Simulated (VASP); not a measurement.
# CaYb2 (Fm-3m) in VASP: single point with PBE

Aim: the single point of CaYb2 with PBE.

Program: VASP 6.6.1. These are calculated values, not measurements. Logs are shortened: lines on timing, memory, paths and dates and some standing lists are left out, and cuts for length are marked.

## 1. The cell of the first run

The structure is cubic, space group Fm-3m (No. 225). Conventional cell: a = 8.410 Å, b = 8.410 Å, c = 8.410 Å, α = 90.00°, β = 90.00°, γ = 90.00°. Ca (site symmetry m-3m) has 8 Yb at 3.64 Å within 4.8 Å. Within 4.8 Å of Yb (site symmetry -43m) lie 4 Ca at 3.64 Å and 6 Yb at 4.21 Å.

The cell was built from a structure type or drawn by symmetry, and may not be a known phase.

## 2. Single point, PBE

File INCAR:

```
SYSTEM = CaYb2
PREC = Accurate
ENCUT = 520
EDIFF = 1E-6
ISMEAR = 0
SIGMA = 0.1
LREAL = .False.
LASPH = .True.
NELM = 100
ALGO = Normal
ISIF = 2
LWAVE = .False.
LCHARG = .False.
GGA = PE
NBANDS = 36
```

File KPOINTS:

```
Automatic mesh
0
Gamma
  10 10 10
  0 0 0
```

File POSCAR:

```
CaYb2
1.0
    0.0000000000      4.2051851843      4.2051851843
    4.2051851843      0.0000000000      4.2051851843
    4.2051851843      4.2051851843      0.0000000000
Ca Yb
1 2
Direct
    0.0000000000      0.0000000000      0.0000000000
    0.2500000000      0.2500000000      0.2500000000
    0.7500000000      0.7500000000      0.7500000000
```

Potentials or basis: VASP PAW PBE potentials, release 64 (Ca_sv, Yb).

The run is started by

```bash
> cat potpaw_PBE.64/Ca_sv/POTCAR potpaw_PBE.64/Yb/POTCAR > POTCAR
> mpirun -np 1 vasp_std > vasp.out
```

OUTCAR:

```text
SYSTEM = CaYb2
   PREC = Accurate
   ENCUT = 520
   EDIFF = 1E-6
   ISMEAR = 0
   LREAL = .False.
   LASPH = .True.
   NELM = 100
   ISIF = 2
   GGA = PE

 ion  position               nearest neighbor table
   1  0.000  0.000  0.000-
   2  0.250  0.250  0.250-
   3  0.750  0.750  0.750-

  LATTYP: Found a face centered cubic cell.
 ALAT       =     8.4103703686

  Lattice vectors:

 A1 = (   0.0000000000,   4.2051851843,   4.2051851843)
 A2 = (   4.2051851843,   0.0000000000,   4.2051851843)
 A3 = (   4.2051851843,   4.2051851843,   0.0000000000)

Analysis of symmetry for initial positions (statically):
=====================================================================
 Subroutine PRICEL returns:
 Original cell was already a primitive cell.

 Routine SETGRP: Setting up the symmetry group for a
 face centered cubic supercell.

 Subroutine GETGRP returns: Found 48 space group operations
 (whereof 48 operations were pure point group operations)
 out of a pool of 48 trial point group operations.

The static configuration has the point symmetry O_h .

Analysis of symmetry for dynamics (positions and initial velocities):
=====================================================================
 Subroutine PRICEL returns:
 Original cell was already a primitive cell.

 Routine SETGRP: Setting up the symmetry group for a
 face centered cubic supercell.

 Subroutine GETGRP returns: Found 48 space group operations
 (whereof 48 operations were pure point group operations)
 out of a pool of 48 trial point group operations.

The dynamic configuration has the point symmetry O_h .

 Subroutine INISYM returns: Found 48 space group operations
 (whereof 48 operations are pure point group operations),
 and found     1 'primitive' translations

----------------------------------------------------------------------------------------

                                     Primitive cell

  volume of cell :     148.7255

  direct lattice vectors                    reciprocal lattice vectors
     0.000000000  4.205185184  4.205185184    -0.118900828  0.118900828  0.118900828
     4.205185184  0.000000000  4.205185184     0.118900828 -0.118900828  0.118900828
     4.205185184  4.205185184  0.000000000     0.118900828  0.118900828 -0.118900828

  length of vectors
     5.947029920  5.947029920  5.947029920     0.205942275  0.205942275  0.205942275

  position of ions in fractional coordinates (direct lattice)
     0.000000000  0.000000000  0.000000000
     0.250000000  0.250000000  0.250000000
     0.750000000  0.750000000  0.750000000

  ion indices of the primitive-cell ions
   primitive index   ion index
                 1           1
                 2           2
                 3           3

----------------------------------------------------------------------------------------

 KPOINTS: Automatic mesh

Automatic generation of k-mesh.
 Grid dimensions read from file:
 generate k-points for:   10   10   10

 Generating k-lattice:

  Cartesian coordinates                     Fractional coordinates (reciprocal lattice)
    -0.011890083  0.011890083  0.011890083     0.100000000  0.000000000  0.000000000
     0.011890083 -0.011890083  0.011890083     0.000000000  0.100000000  0.000000000
     0.011890083  0.011890083 -0.011890083     0.000000000  0.000000000  0.100000000

  Length of vectors
     0.020594228  0.020594228  0.020594228

  Shift w.r.t. Gamma in fractional coordinates (k-lattice)
     0.000000000  0.000000000  0.000000000

 Subroutine IBZKPT returns following result:
 ===========================================

 Found     47 irreducible k-points:

 Following reciprocal coordinates:
            Coordinates               Weight
  0.000000  0.000000  0.000000      1.000000
  0.100000  0.000000  0.000000      8.000000
  0.200000  0.000000  0.000000      8.000000
  0.300000  0.000000  0.000000      8.000000
  0.400000  0.000000  0.000000      8.000000
  0.500000  0.000000  0.000000      4.000000
[... 16 lines left out ...]
  0.300000  0.300000  0.000000      6.000000
  0.400000  0.300000  0.000000     24.000000
 [... further k-points ...]
   k-points           NKPTS =     47   k-points in BZ     NKDIM =     47   number of bands    NBANDS=     36
   number of dos      NEDOS =    301   number of ions     NIONS =      3
   total plane-waves  NPLWV = 110592
   dimension x,y,z NGX =    48 NGY =   48 NGZ =   48
   dimension x,y,z NGXF=    96 NGYF=   96 NGZF=   96
   ions per type =               1   2
   NGX,Y,Z   is equivalent  to a cutoff of  13.42, 13.42, 13.42 a.u.
   NGXF,Y,Z  is equivalent  to a cutoff of  26.84, 26.84, 26.84 a.u.
 SYSTEM =  CaYb2
   PREC   = accura    normal or accurate (medium, high low for compatibility)
   ISTART =      0    job   : 0-new  1-cont  2-samecut
   ICHARG =      2    charge: 1-file 2-atom 10-const
   ISPIN  =      1    spin polarized calculation?
   LNONCOLLINEAR =      F non collinear calculations
   LSORBIT =      F    spin-orbit coupling
   LASPH  =      T    aspherical Exc in radial PAW
   ENCUT  =  520.0 eV  38.22 Ry    6.18 a.u.  11.06 11.06 11.06*2*pi/ulx,y,z
   NELM   =    100;   NELMIN=  2; NELMDL= -5     # of ELM steps
   EDIFF  = 0.1E-05   stopping-criterion for ELM
   LREAL  =      F    real-space projection
   EDIFFG = 0.1E-04   stopping-criterion for IOM
   NSW    =      0    number of steps for IOM
   IBRION =     -1    ionic relax: 0-MD 1-quasi-New 2-CG
   NFREE  =      0    steps in history (QN), initial steepest desc. (CG)
   ISIF   =      2    stress and relaxation
   ISYM   =      2    0-nonsym 1-usesym 2-fastsym
   POTIM  = 0.5000    time-step for ionic-motion
   TEBEG  =    0.0;   TEEND  =   0.0 temperature during run
   PSTRESS=    0.0 pullay stress
   NELECT =      58.0000    total number of electrons
   NUPDOWN=      -1.0000    fix difference up-down
   EMIN   =  10.00;   EMAX   =-10.00  energy-range for DOS
   EFERMI =   0.00;   METHOD = LEGACY
   ISMEAR =     0;   SIGMA  =   0.10  broadening in eV -4-tet -1-fermi 0-gaus
   EFERMI_NEDOS =   21; number of points for ismear=-14 and -15
   IALGO  =     38    algorithm
   IMIX   =      4    mixing-type and parameters
     AMIX     =   0.40;   BMIX     =  1.00
     AMIX_MAG =   1.60;   BMIX_MAG =  1.00
  volume/ion in A,a.u.               =      49.58       334.55
  Fermi-wavevector in a.u.,A,eV,Ry     =   1.196068  2.260240 19.464189  1.430578
  Thomas-Fermi vector in A             =   2.332017
   LORBIT       =      0    0 simple, 1 ext, 2 COOP (PROOUT), +10 PAW based schemes
   GGA     = PE    functional components
   LHFCALC =     F    Hartree Fock is set to
   AEXX    =    0.0000 exact exchange contribution
   IVDW    =     0    specifies the selected vdW correction
   LEPSILON=     F    determine dielectric tensor
   LRPA    =     F    only Hartree local field effects (RPA)
 non-spin polarized calculation
 Gauss-broadening in eV      SIGMA  =   0.10
  energy-cutoff  :      520.00
  volume of cell :      148.73
 maximum number of plane-waves:      4027
 NGX is ok and might be reduce to    48
   NGX = 23   NGY = 23   NGZ = 23

 number of electron      58.0000001 magnetization

 Free energy of the ion-electron system (eV)
  ---------------------------------------------------
  ext. energy  EPLUGINS =         0.00000000
  ---------------------------------------------------
  free energy    TOTEN  =        -7.50972197 eV

  energy without entropy =       -7.48634137  energy(sigma->0) =       -7.49803167

 E-fermi :   0.6993     XC(G=0):  -7.7564

 val. band max:        0.6982301132   @ k =   0.2000   0.0000   0.0000
 cond. band min:       0.7089397930   @ k =  -0.3000   0.3000   0.1000
 fundamental gap:      0.0107096797
 Fermi energy:         0.6993225281

 k-point     1 :       0.0000    0.0000    0.0000
  band No.  band energies     occupation
      1     -51.2275      2.00000
      2     -51.2251      2.00000
      3     -41.2530      2.00000
      4     -23.6388      2.00000
      5     -23.6388      2.00000
      6     -23.6388      2.00000
[... 28 lines left out ...]
     35       1.8073      0.00000
     36       4.6464      0.00000

 k-point     2 :       0.1000    0.0000    0.0000
  band No.  band energies     occupation
      1     -51.2274      2.00000
      2     -51.2251      2.00000
      3     -41.2530      2.00000
      4     -23.6384      2.00000
      5     -23.6380      2.00000
      6     -23.6380      2.00000
[... 28 lines left out ...]
     35       1.8097      0.00000
     36       4.5830      0.00000

 k-point     3 :       0.2000    0.0000    0.0000
  band No.  band energies     occupation
      1     -51.2273      2.00000
      2     -51.2253      2.00000
      3     -41.2530      2.00000
      4     -23.6371      2.00000
      5     -23.6358      2.00000
      6     -23.6358      2.00000
[... 28 lines left out ...]
     35       1.8322      0.00000
     36       4.2951      0.00000

 k-point     4 :       0.3000    0.0000    0.0000
  band No.  band energies     occupation
      1     -51.2270      2.00000
      2     -51.2256      2.00000
      3     -41.2530      2.00000
      4     -23.6338      2.00000
      5     -23.6322      2.00000
      6     -23.6322      2.00000
[... 28 lines left out ...]
     35       1.9108      0.00000
     36       3.5026      0.00000

 k-point     5 :       0.4000    0.0000    0.0000
  band No.  band energies     occupation
      1     -51.2267      2.00000
      2     -51.2259      2.00000
      3     -41.2530      2.00000
      4     -23.6286      2.00000
      5     -23.6278      2.00000
      6     -23.6278      2.00000
[... 655 lines left out ...]
 k-point    22 :      -0.2000    0.2000    0.0000
  band No.  band energies     occupation
      1     -51.2269      2.00000
      2     -51.2256      2.00000
      3     -41.2530      2.00000
      4     -23.6443      2.00000
      5     -23.6274      2.00000
      6     -23.6244      2.00000
[... 28 lines left out ...]
     35       2.0753      0.00000
     36       3.4167      0.00000

 k-point    23 :       0.3000    0.3000    0.0000
  band No.  band energies     occupation
      1     -51.2270      2.00000
      2     -51.2256      2.00000
      3     -41.2530      2.00000
      4     -23.6452      2.00000
      5     -23.6452      2.00000
      6     -23.6326      2.00000
[... 28 lines left out ...]
     35       2.0930      0.00000
     36       3.8207      0.00000

 k-point    24 :       0.4000    0.3000    0.0000
  band No.  band energies     occupation
      1     -51.2268      2.00000
      2     -51.2258      2.00000
      3     -41.2530      2.00000
      4     -23.6455      2.00000
      5     -23.6453      2.00000
      6     -23.6386      2.00000
[... 28 lines left out ...]
     35       2.1977      0.00000
     36       3.4164      0.00000

 [... further k-points ...]

------------------------ aborting loop because EDIFF is reached ----------------------------------------

  FORCE on cell =-STRESS in cart. coord.  units (eV):
  Direction    XX          YY          ZZ          XY          YZ          ZX
  --------------------------------------------------------------------------------------
  -------------------------------------------------------------------------------------
  Total        0.0944037      0.0944037      0.0944037     -0.0000000     -0.0000000      0.0000000
  in kB        1.0169847      1.0169847      1.0169847     -0.0000000     -0.0000000      0.0000000
  external PRESSURE =       1.0169847 kB  Pullay stress =       0.0000000 kB

 VOLUME and BASIS-vectors are now :
 -----------------------------------------------------------------------------
  energy-cutoff  :      520.00
  volume of cell :      148.73
      direct lattice vectors                 reciprocal lattice vectors
     0.000000000  4.205185184  4.205185184    -0.118900828  0.118900828  0.118900828
     4.205185184  0.000000000  4.205185184     0.118900828 -0.118900828  0.118900828
     4.205185184  4.205185184  0.000000000     0.118900828  0.118900828 -0.118900828

 POSITION                                       TOTAL-FORCE (eV/Angst)
 -----------------------------------------------------------------------------------
      0.00000      0.00000      0.00000        -0.000000      0.000000      0.000000
      2.10259      2.10259      2.10259         0.000000      0.000000      0.000000
      6.30778      6.30778      6.30778        -0.000000     -0.000000     -0.000000
 -----------------------------------------------------------------------------------
    total drift:                               -0.000000     -0.000000      0.000000

  FREE ENERGIE OF THE ION-ELECTRON SYSTEM (eV)
  ---------------------------------------------------
  free  energy   TOTEN  =        -7.5097219728 eV

  energy  without entropy=       -7.4863413723  energy(sigma->0) =       -7.49803167
```

Wall time 12 min (1 thread of AMD EPYC 9R45 (Zen 5), shared host); peak memory 0.46 GiB.

Results:

- Free energy: -7.5097 eV
- Pressure: 0.1 GPa
- Band gap on the k mesh: zero (bands 29 and 30 overlap by 0.80 eV)

Levels at points of the mesh, in eV from the Fermi level:
| k point | band 27 | band 28 | band 29 | band 30 | band 31 | band 32 |
| --- | --- | --- | --- | --- | --- | --- |
| (0.00, 0.00, 0.00) | -0.24 | 0.39 | 0.39 | 0.63 | 0.63 | 0.63 |
| (0.50, 0.00, 0.00) | -0.26 | -0.26 | 0.57 | 0.57 | 0.74 | 0.89 |
| (0.50, 0.50, 0.00) | -0.24 | -0.24 | -0.24 | -0.24 | 0.83 | 0.83 |

Caveat: spin-orbit coupling is left out, which moves the levels of the heavy elements. Spin polarisation is off, so any magnetic state and its effect on volume and gap are missing.
